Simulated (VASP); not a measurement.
A run of VASP 6.6.1 is set up as follows.

INCAR

```
PREC = Accurate
ENCUT = 500
EDIFF = 1E-6
ISMEAR = 1
SIGMA = 0.05
LREAL = False
LASPH = True
NELM = 120
ALGO = Normal
ISIF = 2
LWAVE = False
LCHARG = False
GGA = PE
NBANDS = 13
GGA_COMPAT = False
```

File KPOINTS:

```
Automatic mesh
0
Gamma
  15 15 15
```

Contents of POSCAR:

```
W
1.0
   -1.6139919000      1.5823450000      1.5823450000
    1.5823450000     -1.6139919000      1.5823450000
    1.5823450000      1.5823450000     -1.6139919000
W
1
Direct
    0.0000000000      0.0000000000      0.0000000000
```

Potentials or basis: VASP PAW PBE potentials, release 64 (W_sv).

Launch:

```bash
$ cat potpaw_PBE.64/W_sv/POTCAR > POTCAR
$ mpirun -np 1 vasp_std > vasp.out
```

**Question.** Predict the pressure.

**Answer.** 6.6 GPa.

**Question.** Estimate the band gap on the k mesh.

**Answer.** Zero (band 7 reaches 15.91 eV, above the bottom of band 8 at 10.38 eV).

Stress tensor (GPa, compression positive):
```
6.63 3.67 3.67
3.67 6.63 3.67
3.67 3.67 6.63
```

Caveat: spin-orbit coupling is left out, which moves the levels of the heavy elements.
